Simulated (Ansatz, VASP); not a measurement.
## Two plane-wave programs on InAs

```
In As
1.0
     0.00000    2.80790    2.80790
     2.80790    0.00000    2.80790
     2.80790    2.80790    0.00000
In As
1 1
Direct
  0.50000 0.50000 0.50000
  0.00000 0.00000 0.00000
```

Alike in both runs: task single point; functional PBEsol; k mesh 12 × 12 × 12; occupations gaussian, width 0.1 eV; no spin polarisation.

|  | VASP | Ansatz |
| --- | --- | --- |
| version | VASP 6.6.1 | Ansatz 0.2.0 |
| potentials or method | VASP PAW PBE potentials, release 64 (In_d, As), cutoff 500 eV | scalar-relativistic, plane waves, PAW |
| valence electrons in the cell | 18 | 28 |

```csv
,VASP,Ansatz,Ansatz less VASP
gap on the k mesh at the Fermi level (eV),none,none,-
pressure (GPa),1.6,1.5,-0.14
```

VASP's potentials were made for PBE, not for PBEsol. A gap of «none» marks a metal or a gap that the smearing closes. VASP's potentials hold 18 valence electrons a cell and Ansatz's 28, so a difference there can come from the potentials and not from the codes.
